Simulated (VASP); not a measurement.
Set up this calculation in VASP 6.6.1, as the native input.

- Task: electric field gradients
- Functional: r2SCAN
- Potentials or basis: VASP PAW PBE potentials, release 64 (B, As)
- Cutoff: 520 eV
- k mesh: 13 × 13 × 13
- Occupations: fermi-dirac, width 0.05 eV
- Spin: no spin polarisation
- Dipole correction: no
- Further INCAR settings: ALGO = Normal; EDIFF = 1e-08; NBANDS = 11

The system is BAs.

```
B As
1.0
     0.00000    2.26255    2.26255
     2.26255    0.00000    2.26255
     2.26255    2.26255    0.00000
B As
1 1
Direct
  0.00000 0.00000 0.00000
  0.25000 0.25000 0.25000
```

This cell differs from its parent crystal: volume scaled by 0.85.

These files were run (other wordings do the same):

POSCAR

```
BAs
1.0
    0.0000000000      2.2625501845      2.2625501845
    2.2625501845      0.0000000000      2.2625501845
    2.2625501845      2.2625501845      0.0000000000
B As
1 1
Direct
    0.0000000000      0.0000000000      0.0000000000
    0.2500000000      0.2500000000      0.2500000000
```

INCAR.step1

```
SYSTEM = BAs
PREC = Accurate
ENCUT = 520
ISMEAR = -1
SIGMA = 0.05
LREAL = .FALSE.
LASPH = .TRUE.
NELM = 60
NBANDS = 11
GGA = PE
ALGO = Normal
EDIFF = 1E-4
LWAVE = .TRUE.
LCHARG = .FALSE.
```

INCAR.step2

```
SYSTEM = BAs
PREC = Accurate
ENCUT = 520
EDIFF = 1E-8
ISMEAR = -1
SIGMA = 0.05
LREAL = .FALSE.
LASPH = .TRUE.
NELM = 60
ALGO = Normal
ISIF = 2
LWAVE = .FALSE.
LCHARG = .FALSE.
METAGGA = R2SCAN
LMIXTAU = .TRUE.
LEFG = .TRUE.
NBANDS = 11
ISTART = 1
```

KPOINTS

```
regular mesh
0
G
  13 13 13
  0 0 0
```

Potentials or basis: VASP PAW PBE potentials, release 64 (B, As).

The run is started by

```console
$ cat potpaw_PBE.64/B/POTCAR potpaw_PBE.64/As/POTCAR > POTCAR
$ cp INCAR.step1 INCAR
$ mpirun -np 1 vasp_std > vasp.out
$ cp INCAR.step2 INCAR
$ mpirun -np 1 vasp_std > vasp.out
```

Results of the run:

| Item | Value |
| --- | --- |
| Pressure | 33.7 GPa |
| Band gap on the k mesh | 1.19 eV, indirect (least direct gap 3.66 eV) |

Caveat: without QUAD_EFG the Cq values of the log hold for a quadrupole moment of 1 mb, not for the nuclei; the PAW data sets were made with another functional, which shifts forces and pressure a little.

Run time: 61 s on 1 thread of AMD EPYC 9R45 96-Core Processor (Zen 5), on a shared host, peak memory 0.13 GiB.
